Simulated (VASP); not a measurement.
Mg3SiN: single point with PBE

The system is Mg3SiN.

```xyz
5
Lattice="4.5000 0.0000 0.0000 0.0000 4.5000 0.0000 0.0000 0.0000 4.5000" Properties=species:S:1:pos:R:3 pbc="T T T"
Mg    2.2500    0.0000    0.0000
Mg    0.0000    2.2500    0.0000
Mg    0.0000    0.0000    2.2500
Si    0.0000    0.0000    0.0000
N     2.2500    2.2500    2.2500
```

```json
{
  "Program": "VASP 6.6.1",
  "Task": "single point",
  "Functional": "PBE",
  "Potentials or basis": "VASP PAW PBE potentials, release 64 (Mg, Si, N)",
  "Cutoff": "520 eV",
  "k mesh": "4 × 4 × 4",
  "Occupations": "gaussian, width 0.1 eV",
  "Spin": "no spin polarisation",
  "Dipole correction": "no",
  "Further INCAR settings": "ALGO = Normal; EDIFF = 1e-06; NBANDS = 16"
}
```

- Pressure: 15.1 GPa

Levels at points of the mesh, in eV from the Fermi level:
```tsv
k point	band 4	band 5	band 6	band 7	band 8	band 9	band 10	band 11	band 12	band 13
(0.00, 0.00, 0.00)	-2.34	-2.34	0.38	0.38	0.38	1.56	1.78	1.78	5.52	5.52
(0.50, 0.00, 0.00)	-1.69	-1.69	-1.20	-0.52	-0.52	3.20	3.91	4.02	4.35	4.35
(0.50, 0.50, 0.00)	-4.16	-1.40	-0.23	0.18	0.18	0.82	3.27	3.51	3.51	6.10
(0.50, 0.50, 0.50)	-3.28	-3.28	-1.77	-1.77	-1.77	3.42	3.42	3.42	7.25	7.97
```

Run time: 13 s on 1 thread of Intel(R) Xeon(R) Platinum 8559C (Emerald Rapids) (shared host), peak memory 0.2 GiB.
